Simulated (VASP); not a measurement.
**ZnO: single point with RPBE+D4**

ZnO:

```
CELL_PARAMETERS angstrom
3.21314 0.00000 0.00000
-1.60657 2.78266 0.00000
0.00000 0.00000 5.18113
ATOMIC_POSITIONS crystal
Zn 0.33333 0.66667 0.00145
Zn 0.66667 0.33333 0.50145
O 0.33333 0.66667 0.38065
O 0.66667 0.33333 0.88065
```

This cell differs from its parent crystal: volume scaled by 0.96.

```json
{"Program": "VASP 6.6.1", "Task": "single point", "Functional": "RPBE", "Dispersion": "D4", "Potentials or basis": "VASP PAW PBE potentials, release 64 (Zn, O)", "Cutoff": "520 eV", "k mesh": "8 × 8 × 6", "Occupations": "gaussian, width 0.05 eV", "Spin": "no spin polarisation"}
```

- Pressure: 7.2 GPa
- Band gap on the k mesh: 0.91 eV, direct
- Dispersion energy per atom: -0.525 eV

Levels at points of the mesh, in eV from the valence-band top:
```
           k point  band 15  band 16  band 17  band 18  band 19  band 20  band 21  band 22
(0.00, 0.00, 0.00)    -0.82    -0.10     0.00     0.00     0.91     5.42     8.40    13.14
(0.50, 0.00, 0.00)    -2.89    -2.35    -1.32    -0.87     5.97     7.02     7.72     8.79
(0.00, 0.00, 0.50)    -0.41    -0.41    -0.41    -0.41     3.59     3.59    10.28    10.28
(0.50, 0.00, 0.50)    -1.56    -1.56    -1.42    -1.42     5.86     5.86     8.68     8.68
```

It took 40 s on 1 thread of Intel(R) Xeon(R) Platinum 8259CL CPU @ 2.50GHz (Skylake/Cascade Lake) (shared host), peak memory 0.18 GiB.

Caveat: the PAW data sets were made with another functional, which shifts forces and pressure a little.
